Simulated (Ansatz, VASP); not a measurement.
# CdI2 in VASP and in Ansatz

```
Cd I
1.0
     4.11129    0.00000    0.00000
    -2.05564    3.56048    0.00000
     0.00000    0.00000    7.30897
Cd I
1 2
Direct
  0.00000 0.00000 0.00000
  0.33333 0.66667 0.24920
  0.66667 0.33333 0.75080
```

Alike in both runs: task single point; functional PBE; dispersion D3(BJ); k mesh 9 × 9 × 6; occupations gaussian, width 0.05 eV; no spin polarisation.

|  | VASP | Ansatz |
| --- | --- | --- |
| version | VASP 6.6.1 | Ansatz 0.2.0 |
| potentials or method | VASP PAW PBE potentials, release 64 (Cd, I), cutoff 500 eV | scalar-relativistic, plane waves, PAW |
| valence electrons in the cell | 26 | 54 |

Ansatz gave:

| Quantity | Value |
| --- | --- |
| gap on the k mesh at the Fermi level (eV) | 2.06 |
| least direct gap on the mesh (eV) | 2.47 |
| pressure (GPa) | 0.4 |
| traceless stress, the component that is largest in VASP (GPa) | -1.64 |
| rms of the force components (eV/Å) | 0.049 |

Problem. Which values does VASP return?

Solution. gap on the k mesh at the Fermi level (eV): 2.05; least direct gap on the mesh (eV): 2.46; pressure (GPa): 0.5; traceless stress, the component that is largest in VASP (GPa): -1.64; rms of the force components (eV/Å): 0.038.

Atom by atom the forces differ by 0.011 eV/Å (rms over components). VASP's potentials hold 26 valence electrons a cell and Ansatz's 54, so a difference there can come from the potentials and not from the codes.

Neither program's run includes spin-orbit coupling.
